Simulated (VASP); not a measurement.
Input of a VASP 6.6.1 run:

Contents of INCAR:

```
PREC = Accurate
ENCUT = 600
EDIFF = 1E-6
ISMEAR = -1
SIGMA = 0.1
LREAL = F
LASPH = T
NELM = 80
ALGO = Normal
ISIF = 3
LWAVE = F
LCHARG = F
GGA = PS
IBRION = 2
NSW = 80
EDIFFG = -0.01
```

KPOINTS

```
Automatic mesh
0
Gamma
  11 11 6
```

The input POSCAR:

```
Sn
1.0
    3.4098662044      0.0000000000      0.0000000000
   -1.7049331022      2.9530307565      0.0000000000
    0.0000000000      0.0000000000      5.5683115117
Sn
2
Direct
    0.3333333333      0.6666666667      0.2500000000
    0.6666666667      0.3333333333      0.7500000000
```

Potentials or basis: VASP PAW PBE potentials, release 64 (Sn_d).

The run is started by

```console
$ cat potpaw_PBE.64/Sn_d/POTCAR > POTCAR
$ mpirun -np 1 vasp_std > vasp.out
```

**Question.** What does it give for the relaxed volume?

**Answer.** 26.25 Å³/atom.

**Question.** What does it give for the space group after relaxing (to 0.05 Å)?

**Answer.** P6_3/mmc (No. 194).

Final structure:
```
CELL_PARAMETERS angstrom
3.31680 0.00000 0.00000
-1.65840 2.87243 0.00000
0.00000 0.00000 5.51039
ATOMIC_POSITIONS crystal
Sn 0.33333 0.66667 0.25000
Sn 0.66667 0.33333 0.75000
```

Caveat: the PAW data sets were made with another functional, which shifts forces and pressure a little.
